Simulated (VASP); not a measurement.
# Be2C (Fm-3m) in VASP: a series of runs, part 3 of 3

VASP 6.6.1. Earlier steps stand in the parts before.

## (7) Relaxation of cell and atoms, HSE06

The input, POSCAR:

```
Be2C
1.0
    0.0000000000      2.1604856485      2.1604856485
    2.1604856485      0.0000000000      2.1604856485
    2.1604856485      2.1604856485      0.0000000000
Be C
2 1
Direct
    0.7500000000      0.7500000000      0.7500000000
    0.2500000000      0.2500000000      0.2500000000
    0.0000000000      0.0000000000      0.0000000000
```

The input, INCAR.step1:

```
PREC = Accurate
ENCUT = 600
EDIFF = 1E-5
ISMEAR = -1
SIGMA = 0.02
LREAL = F
LASPH = T
NELM = 120
ALGO = Normal
LWAVE = T
LCHARG = F
GGA = PE
NBANDS = 11
GGA_COMPAT = F
IBRION = 2
ISIF = 3
EDIFFG = -0.005
NELMIN = 4
NSW = 100
```

The input, INCAR.step2:

```
PREC = Accurate
ENCUT = 600
EDIFF = 1E-7
ISMEAR = -1
SIGMA = 0.02
LREAL = F
LASPH = T
NELM = 120
ALGO = Normal
ISIF = 3
LWAVE = F
LCHARG = F
GGA = PE
LHFCALC = T
HFSCREEN = 0.2079
PRECFOCK = Normal
IBRION = 2
NSW = 80
EDIFFG = -0.005
ISTART = 1
GGA_COMPAT = F
NELMIN = 4
```

The input, KPOINTS:

```
regular mesh
0
Gamma
  6 6 6
```

Potentials or basis: VASP PAW PBE potentials, release 64 (Be, C).

Launch:

```sh
$ cat potpaw_PBE.64/Be/POTCAR potpaw_PBE.64/C/POTCAR > POTCAR
$ cp INCAR.step1 INCAR
$ mpirun -np 1 vasp_std > vasp.out
$ cp INCAR.step2 INCAR
$ mpirun -np 1 vasp_std > vasp.out
```

OUTCAR:

```text
PREC = Accurate
   ENCUT = 600
   EDIFF = 1E-7
   ISMEAR = -1
   LREAL = F
   LASPH = T
   NELM = 120
   ISIF = 3
   GGA = PE
   LHFCALC = T
   HFSCREEN = 0.2079
   PRECFOCK = Normal
   IBRION = 2
   NSW = 80
   EDIFFG = -0.005
   ISTART = 1
   NELMIN = 4

 ion  position               nearest neighbor table
   1  0.750  0.750  0.750-   3 1.87   3 1.87   3 1.87   3 1.87   2 2.16   2 2.16   2 2.16   2 2.16
                             2 2.16   2 2.16
   2  0.250  0.250  0.250-   3 1.87   3 1.87   3 1.87   3 1.87   1 2.16   1 2.16   1 2.16   1 2.16
                             1 2.16   1 2.16
   3  0.000  0.000  0.000-   1 1.87   1 1.87   1 1.87   1 1.87   2 1.87   2 1.87   2 1.87   2 1.87

[... 191 lines left out ...]
  -------------------------------------------------------------------------------------
  Total       -0.2611723     -0.2611723     -0.2611723     -0.0000000     -0.0000000      0.0000000
  in kB      -20.7469182    -20.7469182    -20.7469182     -0.0000000     -0.0000000      0.0000000
  external PRESSURE =     -20.7469182 kB  Pullay stress =       0.0000000 kB
[... 61 lines left out ...]
--------------------------------------- Ionic step        3  -------------------------------------------

 number of electron       8.0000000 magnetization

 Free energy of the ion-electron system (eV)
  ---------------------------------------------------
  ext. energy  EPLUGINS =         0.00000000
  ---------------------------------------------------
  free energy    TOTEN  =       -19.07714798 eV

  energy without entropy =      -19.07714798  energy(sigma->0) =      -19.07714798

 E-fermi :   7.9054     XC(G=0):  -9.4414

 val. band max:        7.4111950359   @ k =   0.0000   0.0000   0.0000
 cond. band min:       9.3188703041   @ k =   0.5000   0.5000   0.0000
 fundamental gap:      1.9076752682
 Fermi energy:         7.9053822159

 k-point     1 :       0.0000    0.0000    0.0000
  band No.  band energies     occupation
      1      -9.4181      2.00000
      2       7.4112      2.00000
      3       7.4112      2.00000
      4       7.4112      2.00000
      5      12.5598      0.00000
      6      12.5598      0.00000
      7      12.5598      0.00000
      8      15.5908      0.00000
[... 193 lines left out ...]
  FREE ENERGIE OF THE ION-ELECTRON SYSTEM (eV)
  ---------------------------------------------------
  free  energy   TOTEN  =       -19.0771479833 eV

  energy  without entropy=      -19.0771479833  energy(sigma->0) =      -19.07714798

 reached required accuracy - stopping structural energy minimisation
```

OUTCAR.step1:

```text
PREC = Accurate
   ENCUT = 600
   EDIFF = 1E-5
   ISMEAR = -1
   LREAL = F
   LASPH = T
   NELM = 120
   GGA = PE
   IBRION = 2
   ISIF = 3
   EDIFFG = -0.005
   NELMIN = 4
[... 275 lines left out ...]

 k-point     1 :       0.0000    0.0000    0.0000
  band No.  band energies     occupation
      1      -7.3109      2.00000
      2       7.7248      2.00000
      3       7.7248      2.00000
      4       7.7248      2.00000
      5      11.8484      0.00000
      6      11.8484      0.00000
      7      11.8484      0.00000
      8      14.4659      0.00000
      9      20.8843      0.00000
     10      20.8843      0.00000
     11      20.8843      0.00000
[... 238 lines left out ...]
  FREE ENERGIE OF THE ION-ELECTRON SYSTEM (eV)
  ---------------------------------------------------
  free  energy   TOTEN  =       -17.4509605624 eV

  energy  without entropy=      -17.4509605624  energy(sigma->0) =      -17.45096056

 reached required accuracy - stopping structural energy minimisation
```

Wall time 30 min (1 thread of Intel Xeon 8259CL, shared host); peak memory 0.25 GiB.

What came out:

```yaml
Free_energy: -19.0771 eV
Relaxed_volume: 6.66 Å³/atom
Relaxed_cell: a = 3.045 Å, b = 3.045 Å, c = 3.045 Å, α = 60.00°, β = 60.00°, γ = 60.00°
Space_group_after_relaxing_to_0.1_Å: Fm-3m (No. 225)
Energy_gained_by_relaxing: 0.4 meV/atom
Ionic_steps: 3
Pressure_after_relaxing: 0.0 GPa
Band_gap_on_the_k_mesh: 1.91 eV (least direct gap 5.15 eV)
```

The path:
| step | energy change (eV) | largest force (eV/Å) | pressure (GPa) | volume (Å³) |
| --- | --- | --- | --- | --- |
| 1 | 0.0000 | 0.0000 | -2.07 | 20.17 |
| 2 | -0.0012 | 0.0000 | 0.57 | 19.92 |
| 3 | -0.0013 | 0.0000 | 0.01 | 19.97 |

Final structure:
```
Be C
1.0
     0.00000    2.15331    2.15331
     2.15331    0.00000    2.15331
     2.15331    2.15331    0.00000
Be C
2 1
Direct
  0.75000 0.75000 0.75000
  0.25000 0.25000 0.25000
  0.00000 0.00000 0.00000
```

Caveat: the PAW data sets were made with another functional, which shifts forces and pressure a little.

## (8) Overview

| task | level | potentials or basis | cell | k mesh | cutoff (eV) | grid for exact exchange (PRECFOCK) | share of exact exchange | screening parameter | gap on the mesh (eV) | pressure (GPa) | relaxed volume (Å³/atom) |
| --- | --- | --- | --- | --- | --- | --- | --- | --- | --- | --- | --- |
| single point | r2SCAN | VASP PAW PBE potentials, release 64 (Be, C) | a = 3.055 Å, angles 60.0°, 3 atoms | 10 × 10 × 10 | 660 | - | - | - | 1.53 | 0.8 | - |
| relaxation of cell and atoms | PBEsol | VASP PAW PBE potentials, release 64 (Be, C) | relaxed from a = 3.061 Å, angles 60.0°, 3 atoms | 10 × 10 × 10 | 600 | - | - | - | 1.06 | 0.0 | 6.69 |
| relaxation of cell and atoms | LDA | VASP PAW LDA potentials, release 64 (Be, C) | relaxed from a = 3.061 Å, angles 60.0°, 3 atoms | 10 × 10 × 10 | 600 | - | - | - | 1.20 | 0.0 | 6.49 |
| relaxation of cell and atoms | r2SCAN | VASP PAW PBE potentials, release 64 (Be, C) | relaxed from a = 3.061 Å, angles 60.0°, 3 atoms | 10 × 10 × 10 | 660 | - | - | - | 1.52 | 0.1 | 6.75 |
| single point | HSE06 | VASP PAW PBE potentials, release 64 (Be, C) | a = 3.045 Å, angles 60.0°, 3 atoms | 6 × 6 × 6 | 520 | Normal | 0.25 | 0.2079 1/Å | 1.91 | 0.3 | - |
| relaxation of cell and atoms | HSE06 | VASP PAW PBE potentials, release 64 (Be, C) | relaxed from a = 3.055 Å, angles 60.0°, 3 atoms | 6 × 6 × 6 | 600 | Normal | 0.25 | 0.2079 1/Å | 1.91 | 0.0 | 6.66 |

Alike in all rows: no spin polarisation; smearing fermi-dirac 0.02 eV.

Caveats: some runs use coarse meshes; the PAW data sets were made with another functional, which shifts forces and pressure a little (at least some runs).

Absolute energies hang on the potentials; compare differences alone.
